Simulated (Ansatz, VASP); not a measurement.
## Two plane-wave programs on Sc3TeBr

```xyz
5
Lattice="4.9326 0.0000 0.0000 0.0000 4.9326 0.0000 0.0000 0.0000 4.9326" Properties=species:S:1:pos:R:3 pbc="T T T"
Sc    0.0000    2.4663    2.4663
Sc    2.4663    2.4663    0.0000
Sc    2.4663    0.0000    2.4663
Te    0.0000    0.0000    0.0000
Br    2.4663    2.4663    2.4663
```

Change from the starting cell: species swapped into the Sc3SnC type (Pm-3m, No. 221).

Alike in both runs: task single point; functional PBE; k mesh 4 × 4 × 4; occupations gaussian, width 0.1 eV; no spin polarisation.

|  | VASP | Ansatz |
| --- | --- | --- |
| version | VASP 6.6.1 | Ansatz 0.2.0 |
| potentials or method | VASP PAW PBE potentials, release 64 (Sc_sv, Te, Br), cutoff 520 eV | scalar-relativistic, plane waves, PAW |
| valence electrons in the cell | 46 | 56 |

```csv
,VASP,Ansatz,Ansatz less VASP
gap on the k mesh at the Fermi level (eV),none,none,-
pressure (GPa),2.6,2.4,-0.20
```

A gap of «none» marks a metal or a gap that the smearing closes. VASP's potentials hold 46 valence electrons a cell and Ansatz's 56, so a difference there can come from the potentials and not from the codes.

Spin-orbit coupling is off throughout.
